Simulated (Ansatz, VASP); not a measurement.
# Two plane-wave programs on RbBr

INCAR

```
ALGO = Normal
EDIFF = 1E-6
ENCUT = 520
GGA = PS
ISIF = 2
ISMEAR = 0
LASPH = True
LCHARG = False
LREAL = False
LWAVE = False
NBANDS = 15
NELM = 60
PREC = Accurate
SIGMA = 0.05
```

KPOINTS

```
k-points
0
Gamma
  6 6 6
```

POSCAR

```
RbBr
1.0
    4.2292292325      0.0000000000      0.0000000000
    0.0000000000      4.2292292325      0.0000000000
    0.0000000000      0.0000000000      4.1260773000
Rb Br
1 1
Direct
    0.0000000000      0.0000000000      0.0000000000
    0.5000000000      0.5000000000      0.5000000000
```

Input for Ansatz:

```yaml
crystal:
  lattice:
    - [4.2292292325, 0.0, 0.0]
    - [0.0, 4.2292292325, 0.0]
    - [0.0, 0.0, 4.1260773]
  atoms:
    - { symbol: Rb, position: [0.0, 0.0, 0.0] }
    - { symbol: Br, position: [0.5, 0.5, 0.5] }
basis:
  ecutwfc: 420
kpoints:
  mp_grid: { grid: [6, 6, 6] }
hamiltonian:
  xc: pbesol
scf:
  occupations: { method: gaussian, width: 0.05 }
output:
  forces: true
  stress: true
  eigenvalues: true
```

Change from the starting cell: strain +0.025 along x and y, +0.000 along z, atoms carried along.

Alike in both runs: task single point; functional PBEsol; k mesh 6 × 6 × 6; occupations gaussian, width 0.05 eV; no spin polarisation.

```csv
,VASP,Ansatz
version,VASP 6.6.1,Ansatz 0.2.0
potentials or method,"VASP PAW PBE potentials, release 64 (Rb_sv, Br), cutoff 520 eV","scalar-relativistic, plane waves, PAW"
valence electrons in the cell,16,16
```

```csv
,VASP,Ansatz,Ansatz less VASP
gap on the k mesh at the Fermi level (eV),3.68,3.68,+0.001
least direct gap on the mesh (eV),3.82,3.82,0.000
pressure (GPa),-1.2,-1.2,-0.03
"traceless stress, the component that is largest in VASP (GPa)",0.46,0.46,-0.001
```

VASP's potentials were made for PBE, not for PBEsol.
